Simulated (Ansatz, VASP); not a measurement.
# ZnSe in VASP and in Ansatz

Contents of INCAR:

```
SYSTEM = ZnSe
PREC = Accurate
ENCUT = 520
EDIFF = 1E-7
ISMEAR = 0
SIGMA = 0.02
LREAL = .FALSE.
LASPH = .TRUE.
NELM = 100
ALGO = Normal
ISIF = 2
LWAVE = .FALSE.
LCHARG = .FALSE.
GGA = PE
NBANDS = 16
```

File KPOINTS:

```
Automatic mesh
0
G
  8 8 8
  0 0 0
```

Contents of POSCAR:

```
ZnSe
1.0
    0.0000000000      2.8029399180      2.8029399180
    2.8029399180      0.0000000000      2.8029399180
    2.8029399180      2.8029399180      0.0000000000
Zn Se
1 1
Direct
    0.0000000000      0.0000000000      0.0000000000
    0.7500000000      0.7500000000      0.7500000000
```

Input for Ansatz:

```yaml
crystal:
  lattice:
    - [0.0, 2.802939918, 2.802939918]
    - [2.802939918, 0.0, 2.802939918]
    - [2.802939918, 2.802939918, 0.0]
  atoms:
    - { symbol: Zn, position: [0.0, 0.0, 0.0] }
    - { symbol: Se, position: [0.75, 0.75, 0.75] }
basis:
  ecutwfc: 420
kpoints:
  mp_grid: { grid: [8, 8, 8] }
hamiltonian:
  xc: pbe
scf:
  occupations: { method: gaussian, width: 0.02 }
output:
  forces: true
  stress: true
  eigenvalues: true
```

Alike in both runs: task single point; functional PBE; k mesh 8 × 8 × 8; occupations gaussian, width 0.02 eV; no spin polarisation.

|  | VASP | Ansatz |
| --- | --- | --- |
| version | VASP 6.6.1 | Ansatz 0.2.0 |
| potentials or method | VASP PAW PBE potentials, release 64 (Zn, Se), cutoff 520 eV | scalar-relativistic, plane waves, PAW |
| valence electrons in the cell | 18 | 28 |

Ansatz gave:

| Item | Value |
| --- | --- |
| gap on the k mesh at the Fermi level (eV) | 1.42 |
| least direct gap on the mesh (eV) | 1.42 |
| pressure (GPa) | 4.4 |

**Question.** What did VASP give for the same quantities?

**Answer.** gap on the k mesh at the Fermi level (eV): 1.42; least direct gap on the mesh (eV): 1.42; pressure (GPa): 4.7.

VASP's potentials hold 18 valence electrons a cell and Ansatz's 28, so a difference there can come from the potentials and not from the codes.
